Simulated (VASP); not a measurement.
Runs of VASP 6.6.1 on Sc2B3. The structure is that of space group P3m1 (No. 156), or close to it. The cells are those of the table. 

| task | cell | k mesh | cutoff (eV) | gap on the mesh (eV) | pressure (GPa) | relaxed volume (Å³/atom) | largest force (eV/Å) |
| --- | --- | --- | --- | --- | --- | --- | --- |
| single point | a = 3.846, b = 3.846, c = 4.384 Å, angles 90.0, 90.0, 120.0°, 5 atoms | 6 × 6 × 4 | 520 | none | 38.0 | - | 3.16 |
| single point | a = 3.421, b = 3.421, c = 6.866 Å, angles 90.0, 90.0, 120.0°, 5 atoms | 6 × 6 × 4 | 520 | none | 0.1 | - | 0.04 |
| relaxation of cell and atoms | relaxed from a = 3.421, b = 3.421, c = 6.866 Å, angles 90.0, 90.0, 120.0°, 5 atoms | 12 × 12 × 6 | 600 | none | 0.0 | 13.94 | - |
| single point | a = 3.420, b = 3.420, c = 6.872 Å, angles 90.0, 90.0, 120.0°, 5 atoms | 12 × 12 × 6 | 520 | none | 0.1 | - | 0.04 |
| relaxation of cell and atoms | relaxed from a = 3.846, b = 3.846, c = 4.384 Å, angles 90.0, 90.0, 120.0°, 5 atoms | 6 × 6 × 4 | 600 | none | -0.1 | (a) | 0.03 |

Alike in all rows: level PBE; potentials or basis VASP PAW PBE potentials, release 64 (Sc_sv, B); no spin polarisation; smearing gaussian 0.1 eV.

**Question.** Estimate the missing entries.

**Answer.** (a) 13.87.

Caveats: forces of over 1 eV/Å act on the atoms, so gaps and moduli don't describe the material at rest (some runs); the volume moved by over 15 % at a fixed basis, so the end points are rough (some runs).

A gap of «none» marks levels without a gap at the run's occupations.
